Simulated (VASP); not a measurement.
# HfBi2B4Cl (P4/mmm) in VASP: single point with PBE

Aim: the single point of HfBi2B4Cl with PBE.

Program: VASP 6.6.1. These are calculated values, not measurements. Logs are shortened: lines on timing, memory, paths and dates and some standing lists are left out, and cuts for length are marked.

## (1) The cell of the first run

The structure is tetragonal, space group P4/mmm (No. 123). Conventional cell: a = 3.732 Å, b = 3.732 Å, c = 8.635 Å, α = 90.00°, β = 90.00°, γ = 90.00°. Cl (site symmetry 4/mmm) has 8 Bi at 3.25 Å and 8 B at 3.53 Å and 4 Cl at 3.73 Å and 2 Hf at 4.32 Å within 4.4 Å. Within 2.9 Å of Bi (site symmetry 4mm) lie 4 B at 2.17 Å. B (site symmetry 2mm) has 2 Bi at 2.17 Å and 2 Hf at 2.29 Å and 5 B at 2.64 Å within 2.9 Å. Within 3.0 Å of Hf (site symmetry 4/mmm) lie 8 B at 2.29 Å.

## (2) Single point, PBE

Contents of INCAR:

```
  PREC = Accurate
  ENCUT = 500
  EDIFF = 1E-6
  ISMEAR = -1
  SIGMA = 0.1
  LREAL = F
  LASPH = T
  NELM = 120
  ALGO = Normal
  ISIF = 2
  LWAVE = F
  LCHARG = F
  GGA = PE
  NBANDS = 40
  GGA_COMPAT = F
```

Contents of KPOINTS:

```
Automatic mesh
0
Gamma
  9 9 4
```

Contents of POSCAR:

```
HfBi2B4Cl
1.0
    3.7317690000      0.0000000000      0.0000000000
    0.0000000000      3.7317690000      0.0000000000
    0.0000000000      0.0000000000      8.6354010000
Cl Bi B Hf
1 2 4 1
Direct
    0.0000000000      0.0000000000      0.5000000000
    0.5000000000      0.5000000000      0.7194000000
    0.5000000000      0.5000000000      0.2806000000
    0.5000000000      0.0000000000      0.8470000000
    0.0000000000      0.5000000000      0.8470000000
    0.5000000000      0.0000000000      0.1530000000
    0.0000000000      0.5000000000      0.1530000000
    0.0000000000      0.0000000000      0.0000000000
```

Potentials or basis: VASP PAW PBE potentials, release 64 (Cl, Bi_d, B, Hf_pv).

Started as:

```bash
$ cat potpaw_PBE.64/Cl/POTCAR potpaw_PBE.64/Bi_d/POTCAR potpaw_PBE.64/B/POTCAR potpaw_PBE.64/Hf_pv/POTCAR > POTCAR
$ mpirun -np 1 vasp_std > vasp.out
```

OUTCAR:

```text
PREC = Accurate
   ENCUT = 500
   EDIFF = 1E-6
   ISMEAR = -1
   LREAL = F
   LASPH = T
   NELM = 120
   ISIF = 2
   GGA = PE

 ion  position               nearest neighbor table
   1  0.000  0.000  0.500-   2 3.25   3 3.25   2 3.25   3 3.25   2 3.25   3 3.25   2 3.25   3 3.25

   2  0.500  0.500  0.719-   4 2.17   5 2.17   4 2.17   5 2.17   1 3.25   1 3.25   1 3.25   1 3.25
                             8 3.58   8 3.58   8 3.58   8 3.58   3 3.79
   3  0.500  0.500  0.281-   6 2.17   7 2.17   6 2.17   7 2.17   1 3.25   1 3.25   1 3.25   1 3.25
                             8 3.58   8 3.58   8 3.58   8 3.58   2 3.79
   4  0.500  0.000  0.847-   2 2.17   2 2.17   8 2.29   8 2.29
   5  0.000  0.500  0.847-   2 2.17   2 2.17   8 2.29   8 2.29
   6  0.500  0.000  0.153-   3 2.17   3 2.17   8 2.29   8 2.29
   7  0.000  0.500  0.153-   3 2.17   3 2.17   8 2.29   8 2.29
   8  0.000  0.000  0.000-   4 2.29   5 2.29   6 2.29   7 2.29   5 2.29   7 2.29   4 2.29   6 2.29
                             2 3.58   3 3.58   2 3.58   3 3.58   2 3.58   3 3.58   2 3.58   3 3.58

  LATTYP: Found a simple tetragonal cell.
 ALAT       =     3.7317690000
 C/A-ratio  =     2.3140234564

  Lattice vectors:

 A1 = (   3.7317690000,   0.0000000000,   0.0000000000)
 A2 = (   0.0000000000,   3.7317690000,   0.0000000000)
 A3 = (   0.0000000000,   0.0000000000,   8.6354010000)

Analysis of symmetry for initial positions (statically):
=====================================================================
 Subroutine PRICEL returns:
 Original cell was already a primitive cell.

 Routine SETGRP: Setting up the symmetry group for a
 simple tetragonal supercell.

 Subroutine GETGRP returns: Found 16 space group operations
 (whereof 16 operations were pure point group operations)
 out of a pool of 16 trial point group operations.

The static configuration has the point symmetry D_4h.

Analysis of symmetry for dynamics (positions and initial velocities):
=====================================================================
 Subroutine PRICEL returns:
 Original cell was already a primitive cell.

 Routine SETGRP: Setting up the symmetry group for a
 simple tetragonal supercell.

 Subroutine GETGRP returns: Found 16 space group operations
 (whereof 16 operations were pure point group operations)
 out of a pool of 16 trial point group operations.

The dynamic configuration has the point symmetry D_4h.

 Subroutine INISYM returns: Found 16 space group operations
 (whereof 16 operations are pure point group operations),
 and found     1 'primitive' translations

[... 112 lines left out ...]
   ISIF   =      2    stress and relaxation
   ISYM   =      2    0-nonsym 1-usesym 2-fastsym
   POTIM  = 0.5000    time-step for ionic-motion
   TEBEG  =    0.0;   TEEND  =   0.0 temperature during run
   PSTRESS=    0.0 pullay stress
   NELECT =      59.0000    total number of electrons
   NUPDOWN=      -1.0000    fix difference up-down
   EMIN   =  10.00;   EMAX   =-10.00  energy-range for DOS
   EFERMI =   0.00;   METHOD = LEGACY
   ISMEAR =    -1;   SIGMA  =   0.10  broadening in eV -4-tet -1-fermi 0-gaus
   EFERMI_NEDOS =   21; number of points for ismear=-14 and -15
   IALGO  =     38    algorithm
   IMIX   =      4    mixing-type and parameters
     AMIX     =   0.40;   BMIX     =  1.00
     AMIX_MAG =   1.60;   BMIX_MAG =  1.00
  volume/ion in A,a.u.               =      15.03       101.44
  Fermi-wavevector in a.u.,A,eV,Ry     =   1.291184  2.439984 22.683039  1.667156
  Thomas-Fermi vector in A             =   2.422970
   LORBIT       =      0    0 simple, 1 ext, 2 COOP (PROOUT), +10 PAW based schemes
   GGA     = PE    functional components
   LHFCALC =     F    Hartree Fock is set to
   AEXX    =    0.0000 exact exchange contribution
   IVDW    =     0    specifies the selected vdW correction
   LEPSILON=     F    determine dielectric tensor
   LRPA    =     F    only Hartree local field effects (RPA)
 non-spin polarized calculation
  energy-cutoff  :      500.00
  volume of cell :      120.26
 maximum number of plane-waves:      3084
 NGX is ok and might be reduce to    28
   NGX = 13   NGY = 13   NGZ = 31

 number of electron      59.0000018 magnetization

 Free energy of the ion-electron system (eV)
  ---------------------------------------------------
  ext. energy  EPLUGINS =         0.00000000
  ---------------------------------------------------
  free energy    TOTEN  =       -35.51593284 eV

  energy without entropy =      -35.39057245  energy(sigma->0) =      -35.45325265

 E-fermi :   7.2807     XC(G=0): -11.0988

 val. band max:        7.2792912098   @ k =   0.2222   0.1111   0.2500
 cond. band min:       7.2889688442   @ k =   0.4444   0.1111   0.0000
 fundamental gap:      0.0096776345
 Fermi energy:         7.2806888089

 k-point     1 :       0.0000    0.0000    0.0000
  band No.  band energies     occupation
      1     -22.3205      2.00000
      2     -22.3205      2.00000
      3     -22.2660      2.00000
      4     -15.9411      2.00000
      5     -15.9397      2.00000
      6     -15.8136      2.00000
[... 1021 lines left out ...]
     39      14.2136      0.00000
     40      14.5432      0.00000

 [... further k-points ...]

------------------------ aborting loop because EDIFF is reached ----------------------------------------

  FORCE on cell =-STRESS in cart. coord.  units (eV):
  Direction    XX          YY          ZZ          XY          YZ          ZX
  --------------------------------------------------------------------------------------
  -------------------------------------------------------------------------------------
  Total       23.0764851     23.0764851     26.4283989      0.0000000      0.0000000      0.0000000
  in kB      307.4455611    307.4455611    352.1027536      0.0000000      0.0000000      0.0000000
  external PRESSURE =     322.3312919 kB  Pullay stress =       0.0000000 kB

 VOLUME and BASIS-vectors are now :
 -----------------------------------------------------------------------------
  energy-cutoff  :      500.00
  volume of cell :      120.26
      direct lattice vectors                 reciprocal lattice vectors
     3.731769000  0.000000000  0.000000000     0.267969427  0.000000000  0.000000000
     0.000000000  3.731769000  0.000000000     0.000000000  0.267969427  0.000000000
     0.000000000  0.000000000  8.635401000     0.000000000  0.000000000  0.115802381

 POSITION                                       TOTAL-FORCE (eV/Angst)
 -----------------------------------------------------------------------------------
      0.00000      0.00000      4.31770         0.000000      0.000000     -0.000000
      1.86588      1.86588      6.21231         0.000000     -0.000000     -6.319845
      1.86588      1.86588      2.42309        -0.000000     -0.000000      6.319845
      1.86588      0.00000      7.31418         0.000000      0.000000      1.962170
      0.00000      1.86588      7.31418         0.000000      0.000000      1.962170
      1.86588      0.00000      1.32122         0.000000      0.000000     -1.962170
      0.00000      1.86588      1.32122         0.000000      0.000000     -1.962170
      0.00000      0.00000      0.00000         0.000000      0.000000     -0.000000
 -----------------------------------------------------------------------------------
    total drift:                                0.000000      0.000000      0.000000

  FREE ENERGIE OF THE ION-ELECTRON SYSTEM (eV)
  ---------------------------------------------------
  free  energy   TOTEN  =       -35.5159328415 eV

  energy  without entropy=      -35.3905724494  energy(sigma->0) =      -35.45325265
```

It took 3.4 min on 1 thread of Intel Xeon Platinum 8259CL at 2.50GHz (Skylake/Cascade Lake), shared host; peak memory 0.34 GiB.

What came out:

```yaml
Free_energy: -35.5159 eV
Pressure: 32.2 GPa
Largest_force: 6.320 eV/Å
Band_gap_on_the_k_mesh: zero (an odd number of electrons rules out a gap without spin polarisation)
```

Forces in eV/Å, atoms in the order of the input:
```
Cl   0.000  0.000  0.000
Bi   0.000  0.000 -6.320
Bi   0.000  0.000  6.320
B    0.000  0.000  1.962
B    0.000  0.000  1.962
B    0.000  0.000 -1.962
B    0.000  0.000 -1.962
Hf   0.000  0.000  0.000
```

Caveat: the cell stands under pressure; spin-orbit coupling is left out, which moves the levels of the heavy elements; an odd number of electrons without spin polarisation forces a metal; a magnetic or distorted state may lie lower.
